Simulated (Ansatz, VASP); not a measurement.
This is a calculation of InAs for Ansatz 0.2.0.

Contents of input.yaml:

```yaml
crystal:
  lattice:
    - [0.0, 2.818567029, 2.818567029]
    - [2.818567029, 0.0, 2.818567029]
    - [2.818567029, 2.818567029, 0.0]
  atoms:
    - { symbol: In, position: [0.5, 0.5, 0.5] }
    - { symbol: As, position: [0.0, 0.0, 0.0] }
kpoints:
  mp_grid: { grid: [8, 8, 8] }
scf:
  occupations: { method: fermi_dirac, width: 0.05 }
hamiltonian:
  xc: pbesol
  pseudopotentials: { kind: all_electron, lapw: { basis_error: 0.001 } }
output:
  forces: true
  stress: true
  eigenvalues: true
```

Potentials or basis: all-electron LAPW, scalar-relativistic.

Command:

```console
$ ansatz run input.yaml --threads 1 --pin off --max-ram 3072MiB --backend cpu --events-out ev --progress --plain --runs-dir out
```

Task: Translate it to VASP 6.6.1. Potentials there: VASP PAW PBE potentials, release 64 (In_d, As).

Result: As run (the cutoff follows the program's own potentials):

Contents of INCAR:

```
  ALGO = Normal
  EDIFF = 1E-7
  ENCUT = 520
  GGA = PS
  ISIF = 2
  ISMEAR = -1
  LASPH = True
  LCHARG = False
  LREAL = False
  LWAVE = False
  NBANDS = 16
  NELM = 80
  PREC = Accurate
  SIGMA = 0.05
```

Contents of KPOINTS:

```
k-points
0
Gamma
  8 8 8
```

Contents of POSCAR:

```
InAs
1.0
    0.0000000000      2.8185670290      2.8185670290
    2.8185670290      0.0000000000      2.8185670290
    2.8185670290      2.8185670290      0.0000000000
In As
1 1
Direct
    0.5000000000      0.5000000000      0.5000000000
    0.0000000000      0.0000000000      0.0000000000
```

Potentials or basis: VASP PAW PBE potentials, release 64 (In_d, As).

Launch:

```sh
$ cat potpaw_PBE.64/In_d/POTCAR potpaw_PBE.64/As/POTCAR > POTCAR
$ mpirun -np 1 vasp_std > vasp.out
```

Both were run:

|  | VASP | Ansatz | Ansatz less VASP |
| --- | --- | --- | --- |
| gap on the k mesh at the Fermi level (eV) | none | none | - |
| pressure (GPa) | 0.8 | 0.7 | -0.12 |

VASP's potentials were made for PBE, not for PBEsol. A gap of «none» marks a metal or a gap that the smearing closes. Ansatz ran all-electron here, and VASP with PAW potentials.
